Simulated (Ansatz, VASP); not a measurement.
**ZrIn in VASP and in Ansatz**

The input INCAR:

```
SYSTEM = ZrIn
ALGO = Normal ; EDIFF = 1E-7
ENCUT = 520 ; GGA = CA
ISIF = 2 ; ISMEAR = -1
LASPH = .TRUE. ; LCHARG = .FALSE.
LREAL = .FALSE. ; LWAVE = .FALSE.
NBANDS = 20 ; NELM = 100
PREC = Accurate ; SIGMA = 0.05
```

The input KPOINTS:

```
k-points
0
G
  12 12 8
  0 0 0
```

The input POSCAR:

```
ZrIn
1.0
    2.4978483375      0.0000000000      0.0000000000
    0.0000000000      2.4978483375      0.0000000000
    0.0000000000      0.0000000000      3.8728389752
Zr In
1 1
Direct
    0.0000000000      0.0000000000      0.0000000000
    0.5000000000      0.5000000000      0.5000000000
```

Input for Ansatz:

```yaml
crystal:
  lattice:
    - [2.4978483375, 0.0, 0.0]
    - [0.0, 2.4978483375, 0.0]
    - [0.0, 0.0, 3.8728389752]
  atoms:
    - { symbol: Zr, position: [0.0, 0.0, 0.0] }
    - { symbol: In, position: [0.5, 0.5, 0.5] }
kpoints:
  mp_grid: { grid: [12, 12, 8] }
  band_path:
    path:
      - [0.0, 0.0, 0.0]
      - [0.0, 0.5, 0.0]
      - [0.5, 0.5, 0.0]
      - [0.0, 0.0, 0.0]
      - [0.0, 0.0, 0.5]
      - [0.0, 0.5, 0.5]
      - [0.5, 0.5, 0.5]
      - [0.0, 0.0, 0.5]
      - [0.0, 0.5, 0.0]
    npoints: 6
scf:
  occupations: { method: fermi_dirac, width: 0.05 }
hamiltonian:
  xc: lda
  pseudopotentials: { kind: all_electron, lapw: { basis_error: 0.001 } }
output:
  forces: true
  stress: true
  eigenvalues: true
  populations: true
```

Change from the starting cell: volume scaled by 0.55, LAPW.

Alike in both runs: task single point; functional LDA; k mesh 12 × 12 × 8; occupations fermi-dirac, width 0.05 eV; no spin polarisation.

|  | VASP | Ansatz |
| --- | --- | --- |
| version | VASP 6.6.1 | Ansatz 0.2.0 |
| potentials or method | VASP PAW LDA potentials, release 64 (Zr_sv, In_d), cutoff 520 eV | all-electron LAPW, scalar-relativistic |

|  | VASP | Ansatz | Ansatz less VASP |
| --- | --- | --- | --- |
| pressure (GPa) | 188.4 | 186.5 | -1.91 |

LDA's correlation is that of Perdew and Zunger in VASP and of Perdew and Wang (1992) in Ansatz. Both programs put the cell under a high pressure, so it lies far from rest at this level. Ansatz ran all-electron here, and VASP with PAW potentials.

Noted on VASP's run: the cell as given lies far from equilibrium.
